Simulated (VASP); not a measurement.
Write the native input for VASP 6.6.1 that does the following.

| Property | Result |
| --- | --- |
| Task | single point |
| Functional | PBE |
| Potentials or basis | VASP PAW PBE potentials, release 64 (C) |
| Cutoff | 520 eV |
| k mesh | 6 × 6 × 6 |
| Occupations | gaussian, width 0.1 eV |
| Spin | no spin polarisation |
| Dipole correction | no |
| Further INCAR settings | ALGO = Normal; EDIFF = 1e-06; NBANDS = 26 |

The structure of C lies in POSCAR:

```
C
1.0
    0.3448191341      1.8242151490      3.4395294577
    2.9197207373     -0.9938500942      4.7510985799
    2.3717517194      2.6150424960     -0.4348713556
C
8
Direct
    0.2159558266      0.2139596242     -0.2424745925
    0.0827361107     -0.0397520389      0.4103076941
    0.0070706559      0.4399960827      1.1090938226
   -0.2213080457      0.2895638242      0.7204227786
    0.3685104798      0.0363297935      1.1144109003
    0.6005157685      0.0982565723      0.3450427146
    0.4293529221      0.3971472081      1.1483534800
    0.5171662822      0.5644989338      0.3948432023
```

These files were run (other wordings do the same):

INCAR

```
SYSTEM = C
ALGO = Normal
EDIFF = 1E-6
ENCUT = 520
GGA = PE
ISIF = 2
ISMEAR = 0
LASPH = .TRUE.
LCHARG = .FALSE.
LREAL = .FALSE.
LWAVE = .FALSE.
NBANDS = 26
NELM = 100
PREC = Accurate
SIGMA = 0.1
```

KPOINTS

```
k-points
0
G
  6 6 6
  0 0 0
```

Potentials or basis: VASP PAW PBE potentials, release 64 (C).

Launch:

```sh
$ cat potpaw_PBE.64/C/POTCAR > POTCAR
$ mpirun -np 1 vasp_std > vasp.out
```

Results of the run:

* Pressure: 0.6 GPa
* Largest force: 0.054 eV/Å
* Band gap on the k mesh: 2.20 eV (least direct gap 2.59 eV)

It took 2.3 min on 1 thread of AMD EPYC 7R43 64-Core Processor (Zen 3), on a shared host, peak memory 0.2 GiB.
